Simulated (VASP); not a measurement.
# AlN (P6_3mc) in VASP: a series of runs

The runs below take AlN through single point, relaxation of cell and atoms, with PBEsol.

Program: VASP 6.6.1. These are calculated values, not measurements. Logs are shortened: lines on timing, memory, paths and dates and some standing lists are left out, and cuts for length are marked.

## 1. The cell of the first run

It takes space group P6_3mc (No. 186, hexagonal). The conventional cell has a = 3.114 Å, b = 3.114 Å, c = 4.983 Å, α = 90.00°, β = 90.00°, γ = 120.00°. Al (site symmetry 3m) has 4 N at 1.83 to 2.17 Å within 2.4 Å. N (site symmetry 3m) has 4 Al at 1.83 to 2.17 Å within 2.4 Å.

## 2. Single point, PBEsol (atoms moved along the polar distortion)

Contents of INCAR:

```
  ALGO = Normal
  EDIFF = 1E-6
  ENCUT = 520
  GGA = PS
  ISIF = 2
  ISMEAR = 0
  LASPH = T
  LCHARG = F
  LREAL = F
  LWAVE = F
  NBANDS = 16
  NELM = 80
  PREC = Accurate
  SIGMA = 0.01
```

Contents of KPOINTS:

```
k-points
0
Gamma
  12 12 8
```

Contents of POSCAR:

```
AlN
1.0
    3.1135697640      0.0000000000      0.0000000000
   -1.5567848820      2.6964305121      0.0000000000
    0.0000000000      0.0000000000      4.9831404555
Al N
2 2
Direct
    0.3333333333      0.6666666667     -0.0265530092
    0.6666666667      0.3333333333      0.4734469908
    0.3333333333      0.6666666667      0.4085530092
    0.6666666667      0.3333333333      0.9085530092
```

Potentials or basis: VASP PAW PBE potentials, release 64 (Al, N).

Command:

```bash
$ cat potpaw_PBE.64/Al/POTCAR potpaw_PBE.64/N/POTCAR > POTCAR
$ mpirun -np 1 vasp_std > vasp.out
```

OUTCAR:

```text
EDIFF = 1E-6
   ENCUT = 520
   GGA = PS
   ISIF = 2
   ISMEAR = 0
   LASPH = T
   LREAL = F
   NELM = 80
   PREC = Accurate

 ion  position               nearest neighbor table
   1  0.333  0.667  0.973-   4 1.83   4 1.83   4 1.83   3 2.17   2 3.07   2 3.07   2 3.07   2 3.07
                             2 3.07   2 3.07
   2  0.667  0.333  0.473-   3 1.83   3 1.83   3 1.83   4 2.17   1 3.07   1 3.07   1 3.07   1 3.07
                             1 3.07   1 3.07
   3  0.333  0.667  0.409-   2 1.83   2 1.83   2 1.83   1 2.17
   4  0.667  0.333  0.909-   1 1.83   1 1.83   1 1.83   2 2.17

  LATTYP: Found a hexagonal cell.
 ALAT       =     3.1135697640
 C/A-ratio  =     1.6004589051

  Lattice vectors:

 A1 = (   3.1135697640,   0.0000000000,   0.0000000000)
 A2 = (  -1.5567848820,   2.6964305121,   0.0000000000)
 A3 = (   0.0000000000,   0.0000000000,   4.9831404555)

Analysis of symmetry for initial positions (statically):
=====================================================================
 Subroutine PRICEL returns:
 Original cell was already a primitive cell.

 Routine SETGRP: Setting up the symmetry group for a
 hexagonal supercell.

 Subroutine GETGRP returns: Found 12 space group operations
 (whereof  6 operations were pure point group operations)
 out of a pool of 24 trial point group operations.

The static configuration has the point symmetry C_3v.
 The point group associated with its full space group is C_6v.

Analysis of symmetry for dynamics (positions and initial velocities):
=====================================================================
 Subroutine PRICEL returns:
 Original cell was already a primitive cell.

 Routine SETGRP: Setting up the symmetry group for a
 hexagonal supercell.

 Subroutine GETGRP returns: Found 12 space group operations
 (whereof  6 operations were pure point group operations)
 out of a pool of 24 trial point group operations.

The dynamic configuration has the point symmetry C_3v.
 The point group associated with its full space group is C_6v.

 Subroutine INISYM returns: Found 12 space group operations
 (whereof  6 operations are pure point group operations),
 and found     1 'primitive' translations

----------------------------------------------------------------------------------------

                                     Primitive cell

  volume of cell :      41.8361

  direct lattice vectors                    reciprocal lattice vectors
     3.113569764  0.000000000  0.000000000     0.321174753  0.185430330  0.000000000
    -1.556784882  2.696430512  0.000000000     0.000000000  0.370860660  0.000000000
     0.000000000  0.000000000  4.983140456     0.000000000  0.000000000  0.200676663

  length of vectors
     3.113569764  3.113569764  4.983140456     0.370860660  0.370860660  0.200676663

  position of ions in fractional coordinates (direct lattice)
     0.333333333  0.666666667  0.973446991
     0.666666667  0.333333333  0.473446991
     0.333333333  0.666666667  0.408553009
     0.666666667  0.333333333  0.908553009

  ion indices of the primitive-cell ions
   primitive index   ion index
                 1           1
                 2           2
                 3           3
                 4           4

----------------------------------------------------------------------------------------

 KPOINTS: k-points

Automatic generation of k-mesh.
 Grid dimensions read from file:
 generate k-points for:   12   12    8

 Generating k-lattice:

  Cartesian coordinates                     Fractional coordinates (reciprocal lattice)
     0.026764563  0.015452528  0.000000000     0.083333333  0.000000000  0.000000000
     0.000000000  0.030905055  0.000000000     0.000000000  0.083333333  0.000000000
     0.000000000  0.000000000  0.025084583     0.000000000  0.000000000  0.125000000

  Length of vectors
     0.030905055  0.030905055  0.025084583

  Shift w.r.t. Gamma in fractional coordinates (k-lattice)
     0.000000000  0.000000000  0.000000000

 Subroutine IBZKPT returns following result:
 ===========================================

 Found     95 irreducible k-points:

 Following reciprocal coordinates:
            Coordinates               Weight
  0.000000  0.000000  0.000000      1.000000
  0.083333  0.000000  0.000000      6.000000
  0.166667  0.000000  0.000000      6.000000
  0.250000  0.000000  0.000000      6.000000
  0.333333 -0.000000  0.000000      6.000000
  0.416667 -0.000000  0.000000      6.000000
[... 16 lines left out ...]
  0.250000  0.000000  0.125000     12.000000
  0.333333 -0.000000  0.125000     12.000000
 [... further k-points ...]
   k-points           NKPTS =     95   k-points in BZ     NKDIM =     95   number of bands    NBANDS=     16
   number of dos      NEDOS =    301   number of ions     NIONS =      4
   total plane-waves  NPLWV =  23040
   dimension x,y,z NGX =    24 NGY =   24 NGZ =   40
   dimension x,y,z NGXF=    48 NGYF=   48 NGZF=   80
   ions per type =               2   2
   NGX,Y,Z   is equivalent  to a cutoff of  12.81, 12.81, 13.34 a.u.
   NGXF,Y,Z  is equivalent  to a cutoff of  25.63, 25.63, 26.69 a.u.
 SYSTEM =  unknown system
   PREC   = accura    normal or accurate (medium, high low for compatibility)
   ISTART =      0    job   : 0-new  1-cont  2-samecut
   ICHARG =      2    charge: 1-file 2-atom 10-const
   ISPIN  =      1    spin polarized calculation?
   LNONCOLLINEAR =      F non collinear calculations
   LSORBIT =      F    spin-orbit coupling
   LASPH  =      T    aspherical Exc in radial PAW
   ENCUT  =  520.0 eV  38.22 Ry    6.18 a.u.   5.79  5.79  9.27*2*pi/ulx,y,z
   NELM   =     80;   NELMIN=  2; NELMDL= -5     # of ELM steps
   EDIFF  = 0.1E-05   stopping-criterion for ELM
   LREAL  =      F    real-space projection
   EDIFFG = 0.1E-04   stopping-criterion for IOM
   NSW    =      0    number of steps for IOM
   IBRION =     -1    ionic relax: 0-MD 1-quasi-New 2-CG
   NFREE  =      0    steps in history (QN), initial steepest desc. (CG)
   ISIF   =      2    stress and relaxation
   ISYM   =      2    0-nonsym 1-usesym 2-fastsym
   POTIM  = 0.5000    time-step for ionic-motion
   TEBEG  =    0.0;   TEEND  =   0.0 temperature during run
   PSTRESS=    0.0 pullay stress
   NELECT =      16.0000    total number of electrons
   NUPDOWN=      -1.0000    fix difference up-down
   EMIN   =  10.00;   EMAX   =-10.00  energy-range for DOS
   EFERMI =   0.00;   METHOD = LEGACY
   ISMEAR =     0;   SIGMA  =   0.01  broadening in eV -4-tet -1-fermi 0-gaus
   EFERMI_NEDOS =   21; number of points for ismear=-14 and -15
   IALGO  =     38    algorithm
   IMIX   =      4    mixing-type and parameters
     AMIX     =   0.40;   BMIX     =  1.00
     AMIX_MAG =   1.60;   BMIX_MAG =  1.00
  volume/ion in A,a.u.               =      10.46        70.58
  Fermi-wavevector in a.u.,A,eV,Ry     =   1.188314  2.245588 19.212649  1.412090
  Thomas-Fermi vector in A             =   2.324446
   LORBIT       =      0    0 simple, 1 ext, 2 COOP (PROOUT), +10 PAW based schemes
   GGA     = PS    functional components
   LHFCALC =     F    Hartree Fock is set to
   AEXX    =    0.0000 exact exchange contribution
   IVDW    =     0    specifies the selected vdW correction
   LEPSILON=     F    determine dielectric tensor
   LRPA    =     F    only Hartree local field effects (RPA)
 non-spin polarized calculation
 Gauss-broadening in eV      SIGMA  =   0.01
  energy-cutoff  :      520.00
  volume of cell :       41.84
 maximum number of plane-waves:      1152
 NGX is ok and might be reduce to    24
   NGX = 11   NGY = 11   NGZ = 19

 number of electron      15.9999997 magnetization

 Free energy of the ion-electron system (eV)
  ---------------------------------------------------
  ext. energy  EPLUGINS =         0.00000000
  ---------------------------------------------------
  free energy    TOTEN  =       -30.79997738 eV

  energy without entropy =      -30.79997738  energy(sigma->0) =      -30.79997738

 E-fermi :   6.9166     XC(G=0): -11.0942

 val. band max:        6.8125767847   @ k =   0.0000   0.0000   0.0000
 cond. band min:      10.0804109652   @ k =   0.0000   0.0000   0.0000
 fundamental gap:      3.2678341805
 Fermi energy:         6.9165818583

 k-point     1 :       0.0000    0.0000    0.0000
  band No.  band energies     occupation
      1      -9.1341      2.00000
      2      -7.0031      2.00000
      3       0.2697      2.00000
      4       4.8283      2.00000
      5       4.8283      2.00000
      6       5.4778      2.00000
[... 8 lines left out ...]
     15      18.7433      0.00000
     16      18.7433      0.00000

 k-point     2 :       0.0833    0.0000    0.0000
  band No.  band energies     occupation
      1      -9.0444      2.00000
      2      -6.9499      2.00000
      3       0.3762      2.00000
      4       4.4440      2.00000
      5       4.7224      2.00000
      6       5.0963      2.00000
[... 8 lines left out ...]
     15      18.8569      0.00000
     16      18.9534      0.00000

 k-point     3 :       0.1667    0.0000    0.0000
  band No.  band energies     occupation
      1      -8.7827      2.00000
      2      -6.8041      2.00000
      3       0.6912      2.00000
      4       3.4935      2.00000
      5       4.2633      2.00000
      6       4.4708      2.00000
[... 8 lines left out ...]
     15      17.9666      0.00000
     16      19.0093      0.00000

 k-point     4 :       0.2500    0.0000    0.0000
  band No.  band energies     occupation
      1      -8.3749      2.00000
      2      -6.6099      2.00000
      3       1.1986      2.00000
      4       2.3644      2.00000
      5       3.3311      2.00000
      6       4.1793      2.00000
[... 8 lines left out ...]
     15      18.2440      0.00000
     16      19.0426      0.00000
[... 324 lines left out ...]
 k-point    22 :       0.1667    0.0000    0.1250
  band No.  band energies     occupation
      1      -8.7256      2.00000
      2      -6.9095      2.00000
      3       0.8651      2.00000
      4       3.5473      2.00000
      5       4.1728      2.00000
      6       4.5026      2.00000
[... 8 lines left out ...]
     15      17.9697      0.00000
     16      18.9785      0.00000

 k-point    23 :       0.2500    0.0000    0.1250
  band No.  band energies     occupation
      1      -8.3218      2.00000
      2      -6.6981      2.00000
      3       1.2545      2.00000
      4       2.5024      2.00000
      5       3.2479      2.00000
      6       4.2161      2.00000
[... 8 lines left out ...]
     15      18.2579      0.00000
     16      19.1295      0.00000

 k-point    24 :       0.3333   -0.0000    0.1250
  band No.  band energies     occupation
      1      -7.8273      2.00000
      2      -6.5094      2.00000
      3       1.1530      2.00000
      4       2.0730      2.00000
      5       2.5422      2.00000
      6       3.9650      2.00000
[... 8 lines left out ...]
     15      17.7727      0.00000
     16      20.1562      0.00000

 [... further k-points ...]

------------------------ aborting loop because EDIFF is reached ----------------------------------------

  FORCE on cell =-STRESS in cart. coord.  units (eV):
  Direction    XX          YY          ZZ          XY          YZ          ZX
  --------------------------------------------------------------------------------------
  -------------------------------------------------------------------------------------
  Total        3.0513255      3.0513255     -3.0114128      0.0000000      0.0000000     -0.0000000
  in kB      116.8552312    116.8552312   -115.3267109      0.0000000      0.0000000     -0.0000000
  external PRESSURE =      39.4612505 kB  Pullay stress =       0.0000000 kB

 VOLUME and BASIS-vectors are now :
 -----------------------------------------------------------------------------
  energy-cutoff  :      520.00
  volume of cell :       41.84
      direct lattice vectors                 reciprocal lattice vectors
     3.113569764  0.000000000  0.000000000     0.321174753  0.185430330  0.000000000
    -1.556784882  2.696430512  0.000000000     0.000000000  0.370860660  0.000000000
     0.000000000  0.000000000  4.983140456     0.000000000  0.000000000  0.200676663

 POSITION                                       TOTAL-FORCE (eV/Angst)
 -----------------------------------------------------------------------------------
     -0.00000      1.79762      4.85082        -0.000000      0.000000      1.361444
      1.55678      0.89881      2.35925        -0.000000     -0.000000      1.361444
     -0.00000      1.79762      2.03588         0.000000      0.000000     -1.361444
      1.55678      0.89881      4.52745        -0.000000     -0.000000     -1.361444
 -----------------------------------------------------------------------------------
    total drift:                               -0.000000      0.000000      0.000105

  FREE ENERGIE OF THE ION-ELECTRON SYSTEM (eV)
  ---------------------------------------------------
  free  energy   TOTEN  =       -30.7999773759 eV

  energy  without entropy=      -30.7999773759  energy(sigma->0) =      -30.79997738
```

Wall time 90 s (1 thread of Intel Xeon 8259CL, shared host); peak memory 0.19 GiB.

Results:

```
Free energy            : -30.8000 eV
Pressure               : 3.9 GPa
Largest force          : 1.361 eV/Å
Band gap on the k mesh : 3.27 eV
```

Forces on the atoms (eV/Å):
```
Al   0.000  0.000  1.361
Al   0.000  0.000  1.361
N    0.000  0.000 -1.361
N    0.000  0.000 -1.361
```

Caveat: the cell differs from its parent crystal (atoms moved along the polar distortion); the stress differs along the axes, from -12 to 12 GPa; the PAW data sets were made with another functional, which shifts forces and pressure a little. A k mesh can miss the band edges.

[end of part 1 of 2]
